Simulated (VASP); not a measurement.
# HfSiO4: relaxation of cell and atoms with PBE

HfSiO4:

```
CELL_PARAMETERS angstrom
-3.27670 3.27670 2.98225
3.27670 -3.27670 2.98225
3.27670 3.27670 -2.98225
ATOMIC_POSITIONS crystal
Hf 0.00000 0.00000 0.00000
Hf 0.75000 0.25000 0.50000
Si 0.25000 0.75000 0.50000
Si 0.50000 0.50000 0.00000
O 0.13409 0.31920 0.81489
O 0.06920 0.75431 0.68511
O 0.06920 0.38409 0.31489
O 0.50431 0.31920 0.18511
O 0.68080 0.49569 0.81489
O 0.61591 0.93080 0.68511
O 0.24569 0.93080 0.31489
O 0.68080 0.86591 0.18511
```

```
Program                : VASP 6.6.1
Task                   : relaxation of cell and atoms
Functional             : PBE
Potentials or basis    : VASP PAW PBE potentials, release 64 (Hf_pv, Si, O)
Cutoff                 : 600 eV
k mesh                 : 4 × 4 × 4
Occupations            : gaussian, width 0.1 eV
Spin                   : no spin polarisation
Dipole correction      : no
Further INCAR settings : ALGO = Normal; EDIFF = 1e-07; IBRION = 2; EDIFFG = -0.05; NSW = 100; ISIF = 3
```

| Item | Value |
| --- | --- |
| Relaxed volume | 10.95 Å³/atom |
| Relaxed cell | a = 5.559 Å, b = 5.559 Å, c = 5.559 Å, α = 107.01°, β = 107.01°, γ = 114.52° |
| Space group after relaxing (to 0.05 Å) | I4_1/amd (No. 141) |
| Energy gained by relaxing | 5.6 meV/atom |
| Ionic steps | 6 |
| Pressure after relaxing | 0.0 GPa |
| Largest force after relaxing | 0.043 eV/Å |
| Band gap on the k mesh | 5.34 eV, indirect (least direct gap 5.71 eV) |

Forces on the atoms (eV/Å):
```
Hf   0.000  0.000  0.000
Hf   0.000  0.000  0.000
Si   0.000  0.000  0.000
Si   0.000  0.000  0.000
O    0.000  0.007 -0.042
O   -0.007  0.000 -0.042
O    0.007  0.000 -0.042
O    0.000 -0.007 -0.042
O    0.007  0.000  0.042
O    0.000 -0.007  0.042
O    0.000  0.007  0.042
O   -0.007  0.000  0.042
```

Stress tensor (GPa, compression positive):
```
 0.17  0.00  0.00
 0.00  0.17  0.00
 0.00  0.00 -0.31
```

Step by step:
```tsv
step	energy change (eV)	largest force (eV/Å)	pressure (GPa)	volume (Å³)
1	0.0000	0.2650	6.44	128.08
2	0.1074	0.8270	-8.56	136.20
3	-0.0631	0.1894	0.31	131.07
4	-0.0631	0.1811	0.43	131.01
5	-0.0651	0.1592	-0.26	131.73
6	-0.0670	0.0426	0.01	131.43
```

Final structure:
```
CELL_PARAMETERS angstrom
-3.30600 3.30600 3.00636
3.30600 -3.30600 3.00636
3.30600 3.30600 -3.00636
ATOMIC_POSITIONS crystal
Hf 0.00000 0.00000 0.00000
Hf 0.75000 0.25000 0.50000
Si 0.25000 0.75000 0.50000
Si 0.50000 0.50000 0.00000
O 0.13389 0.31899 0.81490
O 0.06899 0.75410 0.68510
O 0.06899 0.38389 0.31490
O 0.50410 0.31899 0.18510
O 0.68101 0.49590 0.81490
O 0.61611 0.93101 0.68510
O 0.24590 0.93101 0.31490
O 0.68101 0.86611 0.18510
```

Levels at points of the mesh, in eV from the valence-band top:
```tsv
k point	band 35	band 36	band 37	band 38	band 39	band 40	band 41	band 42
(0.00, 0.00, 0.00)	-0.58	-0.58	-0.54	0.00	5.71	6.00	6.01	6.11
(0.50, 0.00, 0.00)	-0.93	-0.81	-0.26	-0.20	5.60	5.74	6.45	6.62
(0.50, 0.50, 0.00)	-0.91	-0.91	-0.59	-0.59	5.35	5.35	6.41	6.41
(0.50, 0.50, 0.50)	-1.09	-1.09	-0.88	-0.88	6.17	6.17	6.46	6.46
```

It took 15 min on 1 thread of AMD EPYC 7R13, with other jobs on the host, peak memory 0.34 GiB.

Caveat: spin-orbit coupling is left out, which moves the levels of the heavy elements; the relaxation stopped at a loose force limit of 0.05 eV/Å, so its end isn't a converged minimum. A k mesh can miss the band edges.
